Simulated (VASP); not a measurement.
Here is a VASP 6.6.1 calculation.

INCAR

```
  PREC = Accurate
  ENCUT = 520
  EDIFF = 1E-6
  ISMEAR = -1
  SIGMA = 0.02
  LREAL = F
  LASPH = T
  NELM = 60
  ALGO = Normal
  ISIF = 2
  LWAVE = F
  LCHARG = T
  GGA = PS
  LELF = T
  LVHAR = T
  NBANDS = 28
```

File KPOINTS:

```
Automatic mesh
0
Gamma
  8 5 6
```

Contents of POSCAR:

```
SnO
1.0
    3.3550050000      0.0000000000      0.0000000000
    0.0000000000      5.6741040000      0.0000000000
    0.0000000000      0.0000000000      4.2219700000
Sn O
2 2
Direct
    0.5000000000      0.7680910000      0.0131440000
    0.0000000000      0.2319090000      0.5131440000
    0.5000000000      0.1087500000      0.2368570000
    0.0000000000      0.8912500000      0.7368570000
```

Potentials or basis: VASP PAW PBE potentials, release 64 (Sn_d, O).

Run with:

```bash
$ cat potpaw_PBE.64/Sn_d/POTCAR potpaw_PBE.64/O/POTCAR > POTCAR
$ mpirun -np 1 vasp_std > vasp.out
```

Task: What does it give for the pressure?

Result: -2.9 GPa.

Task: What does it give for the band gap on the k mesh?

Result: 1.42 eV, indirect (least direct gap 2.01 eV).

Forces in eV/Å, atoms in the order of the input:
```
Sn   0.000  0.335 -0.098
Sn   0.000 -0.335 -0.098
O    0.000 -0.122  0.098
O    0.000  0.122  0.098
```

Caveat: the PAW data sets were made with another functional, which shifts forces and pressure a little; spin-orbit coupling is left out, which moves the levels of the heavy elements. A k mesh can miss the band edges.
